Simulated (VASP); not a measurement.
Sb:

```xyz
2
Lattice="2.1506 1.2416 3.7440 -2.1506 1.2416 3.7440 0.0000 -2.4833 3.7440" Properties=species:S:1:pos:R:3 pbc="T T T"
Sb    0.0000    0.0000    2.6242
Sb    0.0000    0.0000    8.6078
```

- Program: VASP 6.6.1
- Task: relaxation of cell and atoms
- Functional: LDA
- Potentials or basis: VASP PAW LDA potentials, release 64 (Sb)
- Cutoff: 600 eV
- k mesh: 12 × 12 × 12
- Occupations: gaussian, width 0.1 eV
- Spin: no spin polarisation

At the start: pressure -0.6 GPa; volume 29.99 Å³/atom.

Q: How do energy, volume and symmetry change on relaxing?

A: Over 12 steps the energy falls by 4.5 meV/atom and the volume is 29.23 Å³/atom (-2.5 %); space group R-3m (No. 166, to 0.1 Å) before and after.

The path:
```tsv
step	energy change (eV)	largest force (eV/Å)	pressure (GPa)	volume (Å³)
1	0.0000	0.1395	-0.56	59.99
2	-0.0038	0.1560	0.13	59.08
3	-0.0043	0.1648	0.52	58.61
4	-0.0068	0.1028	0.37	58.54
5	-0.0088	0.0046	0.09	58.40
6	-0.0088	0.0141	0.06	58.39
7	-0.0088	0.0173	0.04	58.38
8	-0.0089	0.0124	0.01	58.42
9	-0.0089	0.0049	-0.05	58.49
10	-0.0089	0.0034	0.02	58.44
11	-0.0090	0.0008	0.02	58.45
12	-0.0090	0.0005	0.00	58.46
```

Final structure:
```
Sb
1.0
     2.15087    1.24180    3.64803
    -2.15087    1.24180    3.64803
     0.00000   -2.48361    3.64803
Sb
2
Direct
  0.23651 0.23651 0.23651
  0.76349 0.76349 0.76349
```
